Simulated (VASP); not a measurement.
# PbS (P6_3mc) in VASP: a series of runs, part 2 of 2

VASP 6.6.1. The steps go on from the part before.

## 3. Single point, PBEsol

This run uses another cell than the first one, of 31.42 Å³/atom, 0.952 times its volume.

Input file INCAR:

```
PREC = Accurate
ENCUT = 520
EDIFF = 1E-6
ISMEAR = -1
SIGMA = 0.02
LREAL = F
LASPH = T
NELM = 60
ALGO = Normal
ISIF = 2
LWAVE = F
LCHARG = F
GGA = PS
NBANDS = 28
```

Input file KPOINTS:

```
Automatic mesh
0
Gamma
  6 6 4
```

Input file POSCAR:

```
PbS
1.0
    4.9458695623      0.0000000000      0.0000000000
   -2.4729347812      4.2832486848      0.0000000000
    0.0000000000      0.0000000000      5.9328531144
Pb S
2 2
Direct
    0.3333333333      0.6666666667     -0.0626757113
    0.6666666667      0.3333333333      0.4373242887
    0.3333333333      0.6666666667      0.4376757113
    0.6666666667      0.3333333333      0.9376757113
```

Potentials or basis: VASP PAW PBE potentials, release 64 (Pb_d, S).

Launch:

```bash
$ cat potpaw_PBE.64/Pb_d/POTCAR potpaw_PBE.64/S/POTCAR > POTCAR
$ mpirun -np 1 vasp_std > vasp.out
```

OUTCAR:

```text
PREC = Accurate
   ENCUT = 520
   EDIFF = 1E-6
   ISMEAR = -1
   LREAL = F
   LASPH = T
   NELM = 60
   ISIF = 2
   GGA = PS

 ion  position               nearest neighbor table
   1  0.333  0.667  0.937-   4 2.86   4 2.86   4 2.86   3 2.96   3 2.97   2 4.12   2 4.12   2 4.12
                             2 4.12   2 4.12   2 4.12
   2  0.667  0.333  0.437-   3 2.86   3 2.86   3 2.86   4 2.96   4 2.97   1 4.12   1 4.12   1 4.12
                             1 4.12   1 4.12   1 4.12
   3  0.333  0.667  0.438-   2 2.86   2 2.86   2 2.86   1 2.96   1 2.97
   4  0.667  0.333  0.938-   1 2.86   1 2.86   1 2.86   2 2.96   2 2.97

  LATTYP: Found a hexagonal cell.
 ALAT       =     4.9458695623
 C/A-ratio  =     1.1995571334

  Lattice vectors:

 A1 = (   4.9458695623,   0.0000000000,   0.0000000000)
 A2 = (  -2.4729347812,   4.2832486848,   0.0000000000)
 A3 = (   0.0000000000,   0.0000000000,   5.9328531144)

Analysis of symmetry for initial positions (statically):
=====================================================================
 Subroutine PRICEL returns:
 Original cell was already a primitive cell.

 Routine SETGRP: Setting up the symmetry group for a
 hexagonal supercell.

 Subroutine GETGRP returns: Found 12 space group operations
 (whereof  6 operations were pure point group operations)
 out of a pool of 24 trial point group operations.

The static configuration has the point symmetry C_3v.
 The point group associated with its full space group is C_6v.

Analysis of symmetry for dynamics (positions and initial velocities):
=====================================================================
 Subroutine PRICEL returns:
 Original cell was already a primitive cell.

 Routine SETGRP: Setting up the symmetry group for a
 hexagonal supercell.

 Subroutine GETGRP returns: Found 12 space group operations
 (whereof  6 operations were pure point group operations)
 out of a pool of 24 trial point group operations.

The dynamic configuration has the point symmetry C_3v.
[... 118 lines left out ...]
   IMIX   =      4    mixing-type and parameters
     AMIX     =   0.40;   BMIX     =  1.00
     AMIX_MAG =   1.60;   BMIX_MAG =  1.00
  volume/ion in A,a.u.               =      31.42       212.04
  Fermi-wavevector in a.u.,A,eV,Ry     =   1.117725  2.112194 16.997884  1.249309
  Thomas-Fermi vector in A             =   2.254350
   LORBIT       =      0    0 simple, 1 ext, 2 COOP (PROOUT), +10 PAW based schemes
   GGA     = PS    functional components
   LHFCALC =     F    Hartree Fock is set to
   AEXX    =    0.0000 exact exchange contribution
   IVDW    =     0    specifies the selected vdW correction
   LEPSILON=     F    determine dielectric tensor
   LRPA    =     F    only Hartree local field effects (RPA)
 non-spin polarized calculation
  energy-cutoff  :      520.00
  volume of cell :      125.68
 maximum number of plane-waves:      3406
 NGX is ok and might be reduce to    40
   NGX = 19   NGY = 19   NGZ = 23

 number of electron      40.0000000 magnetization

 Free energy of the ion-electron system (eV)
  ---------------------------------------------------
  ext. energy  EPLUGINS =         0.00000000
  ---------------------------------------------------
  free energy    TOTEN  =       -18.42983043 eV

  energy without entropy =      -18.42983043  energy(sigma->0) =      -18.42983043

 E-fermi :   4.4212     XC(G=0):  -8.7388

 val. band max:        3.9432019063   @ k =   0.3333   0.3333   0.5000
 cond. band min:       5.2299683325   @ k =   0.3333   0.3333   0.5000
 fundamental gap:      1.2867664263
 Fermi energy:         4.4212419426

 k-point     1 :       0.0000    0.0000    0.0000
  band No.  band energies     occupation
      1     -12.8271      2.00000
      2     -12.7121      2.00000
      3     -12.7121      2.00000
      4     -12.7115      2.00000
      5     -12.7114      2.00000
      6     -12.7067      2.00000
[... 640 lines left out ...]
     27      10.6418      0.00000
     28      10.6418      0.00000

------------------------ aborting loop because EDIFF is reached ----------------------------------------

  FORCE on cell =-STRESS in cart. coord.  units (eV):
  Direction    XX          YY          ZZ          XY          YZ          ZX
  --------------------------------------------------------------------------------------
  -------------------------------------------------------------------------------------
  Total       -0.0319198     -0.0319198     -0.0259954      0.0000000     -0.0000000      0.0000000
  in kB       -0.4069031     -0.4069031     -0.3313808      0.0000000     -0.0000000      0.0000000
  external PRESSURE =      -0.3817290 kB  Pullay stress =       0.0000000 kB

 VOLUME and BASIS-vectors are now :
 -----------------------------------------------------------------------------
  energy-cutoff  :      520.00
  volume of cell :      125.68
      direct lattice vectors                 reciprocal lattice vectors
     4.945869562  0.000000000  0.000000000     0.202188915  0.116733824  0.000000000
    -2.472934781  4.283248685  0.000000000     0.000000000  0.233467649  0.000000000
     0.000000000  0.000000000  5.932853114     0.000000000  0.000000000  0.168552968

 POSITION                                       TOTAL-FORCE (eV/Angst)
 -----------------------------------------------------------------------------------
     -0.00000      2.85550      5.56101        -0.000000      0.000000      0.000763
      2.47293      1.42775      2.59458         0.000000     -0.000000      0.000763
     -0.00000      2.85550      2.59667        -0.000000     -0.000000     -0.000763
      2.47293      1.42775      5.56309         0.000000     -0.000000     -0.000763
 -----------------------------------------------------------------------------------
    total drift:                               -0.000000      0.000000     -0.000054

  FREE ENERGIE OF THE ION-ELECTRON SYSTEM (eV)
  ---------------------------------------------------
  free  energy   TOTEN  =       -18.4298304347 eV

  energy  without entropy=      -18.4298304347  energy(sigma->0) =      -18.42983043
```

Wall time 1.8 min (1 thread of AMD EPYC 7R43 (Zen 3), shared host); peak memory 0.25 GiB.

What came out:

```
Free energy            : -18.4298 eV
Pressure               : 0.0 GPa
Band gap on the k mesh : 1.29 eV, direct
```

Levels at points of the mesh, in eV from the valence-band top:
```tsv
k point	band 16	band 17	band 18	band 19	band 20	band 21	band 22	band 23	band 24	band 25
(0.00, 0.00, 0.00)	-3.24	-3.24	-2.05	-2.02	-2.02	1.88	1.88	3.31	3.31	4.85
(0.50, 0.00, 0.00)	-3.93	-3.07	-2.42	-2.25	-0.78	2.94	3.05	4.06	4.42	5.15
(0.00, 0.00, 0.50)	-2.63	-2.63	-2.63	-1.41	-1.41	2.19	2.19	2.19	2.19	2.50
(0.50, 0.00, 0.50)	-3.24	-2.03	-2.03	-0.69	-0.69	1.49	1.49	3.04	3.04	4.31
```

Caveat: the PAW data sets were made with another functional, which shifts forces and pressure a little; spin-orbit coupling is left out, which moves the levels of the heavy elements. A k mesh can miss the band edges.

## 4. Single point, PBE

This run uses another cell than the first one, of 32.42 Å³/atom, 0.982 times its volume.

Input file INCAR:

```
SYSTEM = PbS
PREC     = Accurate       ! precision mode
ENCUT    = 520            ! plane-wave cutoff, eV
EDIFF    = 1E-6           ! SCF threshold, eV
ISMEAR   = -1             ! smearing method
SIGMA    = 0.02           ! smearing width, eV
LREAL    = .FALSE.        ! projectors in reciprocal space
LASPH    = .TRUE.         ! aspherical terms in the spheres
NELM     = 100            ! most SCF steps
ALGO     = Normal         ! electronic algorithm
ISIF     = 2              ! what is computed and relaxed
LWAVE    = .FALSE.        ! write WAVECAR
LCHARG   = .FALSE.        ! write CHGCAR
GGA      = PE             ! functional
NBANDS   = 28             ! bands
```

Input file KPOINTS:

```
Automatic mesh
0
G
  6 6 4
  0 0 0
```

Input file POSCAR:

```
PbS
1.0
    4.9970307003      0.0000000000      0.0000000000
   -2.4985153501      4.3275555300      0.0000000000
    0.0000000000      0.0000000000      5.9976965852
Pb S
2 2
Direct
    0.3333333333      0.6666666667     -0.0640827495
    0.6666666667      0.3333333333      0.4359172505
    0.3333333333      0.6666666667      0.4390827495
    0.6666666667      0.3333333333      0.9390827495
```

Launch:

```bash
$ cat potpaw_PBE.64/Pb_d/POTCAR potpaw_PBE.64/S/POTCAR > POTCAR
$ mpirun -np 1 vasp_std > vasp.out
```

Run time: 88 s. Hardware: 1 thread of AMD EPYC 7R43 (Zen 3), shared host; peak memory 0.24 GiB.

Results (log left out):

```
Free energy            : -17.2241 eV
Pressure               : 0.7 GPa
Largest force          : 0.005 eV/Å
Band gap on the k mesh : 1.43 eV, direct
```

Forces on the atoms (eV/Å):
```
Pb   0.000  0.000  0.005
Pb   0.000  0.000  0.005
S    0.000  0.000 -0.005
S    0.000  0.000 -0.005
```

Stress tensor (GPa, compression positive):
```
0.68 0.00 0.00
0.00 0.68 0.00
0.00 0.00 0.83
```

Levels at points of the mesh, in eV from the valence-band top:
| k point | band 18 | band 19 | band 20 | band 21 | band 22 | band 23 |
| --- | --- | --- | --- | --- | --- | --- |
| (0.00, 0.00, 0.00) | -1.89 | -1.87 | -1.87 | 2.03 | 2.03 | 3.37 |
| (0.50, 0.00, 0.00) | -2.25 | -2.08 | -0.72 | 2.99 | 3.10 | 4.19 |
| (0.00, 0.00, 0.50) | -2.45 | -1.31 | -1.31 | 2.33 | 2.33 | 2.33 |
| (0.50, 0.00, 0.50) | -1.87 | -0.63 | -0.63 | 1.62 | 1.62 | 3.10 |

Caveat: spin-orbit coupling is left out, which moves the levels of the heavy elements.

## 5. Single point, LDA

This run uses another cell than the first one, of 32.42 Å³/atom, 0.982 times its volume.

Input file INCAR:

```
PREC     = Accurate       # precision mode
ENCUT    = 520            # plane-wave cutoff, eV
EDIFF    = 1E-7           # SCF threshold, eV
ISMEAR   = 0              # smearing method
SIGMA    = 0.01           # smearing width, eV
LREAL    = F              # projectors in reciprocal space
LASPH    = T              # aspherical terms in the spheres
NELM     = 60             # most SCF steps
ALGO     = Normal         # electronic algorithm
ISIF     = 2              # what is computed and relaxed
LWAVE    = F              # write WAVECAR
LCHARG   = F              # write CHGCAR
GGA      = CA             # functional
NBANDS   = 28             # bands
```

Input file KPOINTS:

```
Automatic mesh
0
Gamma
  6 6 4
```

POSCAR is that of step 4.

Potentials or basis: VASP PAW LDA potentials, release 64 (Pb_d, S).

Launch:

```bash
$ cat potpaw_LDA.64/Pb_d/POTCAR potpaw_LDA.64/S/POTCAR > POTCAR
$ mpirun -np 1 vasp_std > vasp.out
```

It took 82 s on 1 thread of AMD EPYC 7R43 (Zen 3), shared host; peak memory 0.21 GiB.

Results (log left out):

| Property | Result |
| --- | --- |
| Free energy | -19.3567 eV |
| Pressure | -2.7 GPa |
| Band gap on the k mesh | 1.27 eV, direct |

Forces in eV/Å, atoms in the order of the input:
```
Pb   0.000  0.000 -0.002
Pb   0.000  0.000 -0.002
S    0.000  0.000  0.002
S    0.000  0.000  0.002
```

Stress tensor (GPa, compression positive):
```
-2.60  0.00  0.00
 0.00 -2.60  0.00
 0.00  0.00 -2.82
```

Levels at points of the mesh, in eV from the valence-band top:
```
           k point  band 16  band 17  band 18  band 19  band 20  band 21  band 22  band 23  band 24  band 25
(0.00, 0.00, 0.00)    -3.05    -3.05    -1.89    -1.87    -1.87     1.89     1.89     3.27     3.27     4.75
(0.50, 0.00, 0.00)    -3.72    -2.88    -2.26    -2.15    -0.73     2.85     2.96     4.04     4.31     5.00
(0.00, 0.00, 0.50)    -2.46    -2.46    -2.46    -1.33    -1.33     2.20     2.20     2.20     2.20     2.44
(0.50, 0.00, 0.50)    -3.05    -1.90    -1.90    -0.66    -0.66     1.47     1.47     2.97     2.97     4.23
```

Caveat: spin-orbit coupling is left out, which moves the levels of the heavy elements.

## 6. Single point, PBE

Input file INCAR:

```
  ALGO = Normal
  EDIFF = 1E-6
  ENCUT = 520
  GGA = PE
  ISIF = 2
  ISMEAR = -1
  LASPH = True
  LCHARG = False
  LREAL = False
  LWAVE = False
  NBANDS = 28
  NELM = 80
  PREC = Accurate
  SIGMA = 0.02
```

Input file KPOINTS:

```
k-points
0
Gamma
  6 6 4
```

Input file POSCAR:

```
PbS
1.0
    5.0252141918      0.0000000000      0.0000000000
   -2.5126070959      4.3519631495      0.0000000000
    0.0000000000      0.0000000000      6.0390364078
Pb S
2 2
Direct
    0.3333333333      0.6666666667     -0.0640864668
    0.6666666667      0.3333333333      0.4359135332
    0.3333333333      0.6666666667      0.4390864668
    0.6666666667      0.3333333333      0.9390864668
```

Potentials or basis: VASP PAW PBE potentials, release 64 (Pb_d, S).

Launch:

```bash
$ cat potpaw_PBE.64/Pb_d/POTCAR potpaw_PBE.64/S/POTCAR > POTCAR
$ mpirun -np 1 vasp_std > vasp.out
```

It took 86 s on 1 thread of AMD EPYC 7R43 (Zen 3), shared host; peak memory 0.25 GiB.

It converged, with:

```
Free energy            : -17.2299 eV
Pressure               : 0.0 GPa
Band gap on the k mesh : 1.45 eV, direct
```

Levels at points of the mesh, in eV from the valence-band top:
```tsv
k point	band 18	band 19	band 20	band 21	band 22	band 23
(0.00, 0.00, 0.00)	-1.80	-1.80	-1.80	2.08	2.08	3.38
(0.50, 0.00, 0.00)	-2.17	-2.00	-0.69	2.98	3.10	4.20
(0.00, 0.00, 0.50)	-2.36	-1.26	-1.26	2.37	2.37	2.37
(0.50, 0.00, 0.50)	-1.79	-0.61	-0.61	1.64	1.64	3.10
```

Caveat: spin-orbit coupling is left out, which moves the levels of the heavy elements.

## 7. The runs side by side

| task | level | potentials or basis | cell | cutoff (eV) | smearing | gap on the mesh (eV) | pressure (GPa) |
| --- | --- | --- | --- | --- | --- | --- | --- |
| relaxation of cell and atoms | r2SCAN | VASP PAW PBE potentials, release 64 (Pb_d, S) | relaxed from a = 5.025, b = 5.025, c = 6.039 Å, angles 90.0, 90.0, 120.0°, 4 atoms | 600 | fermi-dirac 0.02 eV | 1.73 | 0.0 |
| single point | PBEsol | VASP PAW PBE potentials, release 64 (Pb_d, S) | a = 4.946, b = 4.946, c = 5.933 Å, angles 90.0, 90.0, 120.0°, 4 atoms | 520 | fermi-dirac 0.02 eV | 1.29 | 0.0 |
| single point | PBE | VASP PAW PBE potentials, release 64 (Pb_d, S) | a = 4.997, b = 4.997, c = 5.998 Å, angles 90.0, 90.0, 120.0°, 4 atoms | 520 | fermi-dirac 0.02 eV | 1.43 | 0.7 |
| single point | LDA | VASP PAW LDA potentials, release 64 (Pb_d, S) | a = 4.997, b = 4.997, c = 5.998 Å, angles 90.0, 90.0, 120.0°, 4 atoms | 520 | gaussian 0.01 eV | 1.27 | -2.7 |
| single point | PBE | VASP PAW PBE potentials, release 64 (Pb_d, S) | a = 5.025, b = 5.025, c = 6.039 Å, angles 90.0, 90.0, 120.0°, 4 atoms | 520 | fermi-dirac 0.02 eV | 1.45 | 0.0 |

Alike in all rows: no spin polarisation; k mesh 6 × 6 × 4.

Caveats: spin-orbit coupling is left out, which moves the levels of the heavy elements; the PAW data sets were made with another functional, which shifts forces and pressure a little (some runs).

Total energies depend on the potentials used, so only differences within one code and one set of settings carry meaning.
